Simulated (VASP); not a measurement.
A run of VASP 6.6.1 is set up as follows.

Contents of INCAR:

```
ALGO = Normal
EDIFF = 1E-7
EDIFFG = -0.005
ENCUT = 600
GGA = PE
IBRION = 2
ISIF = 3
ISMEAR = 0
LASPH = T
LCHARG = F
LREAL = F
LWAVE = F
NELM = 100
NSW = 100
PREC = Accurate
SIGMA = 0.02
```

KPOINTS

```
k-points
0
Gamma
  10 10 10
```

Contents of POSCAR:

```
TiO2
1.0
   -1.8921000000      1.8921000000      4.7573000000
    1.8921000000     -1.8921000000      4.7573000000
    1.8921000000      1.8921000000     -4.7573000000
Ti O
2 4
Direct
    0.0000000000      0.0000000000      0.0000000000
    0.7500000000      0.2500000000      0.5000000000
    0.2081000000      0.2081000000      0.0000000000
    0.9581000000      0.4581000000      0.5000000000
    0.5419000000      0.0419000000      0.5000000000
    0.7919000000      0.7919000000      0.0000000000
```

Potentials or basis: VASP PAW PBE potentials, release 64 (Ti_sv, O).

Command:

```bash
$ cat potpaw_PBE.64/Ti_sv/POTCAR potpaw_PBE.64/O/POTCAR > POTCAR
$ mpirun -np 1 vasp_std > vasp.out
```

(1) What does it give for the space group after relaxing (to 0.05 Å)?

(2) What does it give for the band gap on the k mesh?

Answers

(1) I4_1/amd (No. 141).

(2) 2.11 eV, indirect (least direct gap 2.40 eV).
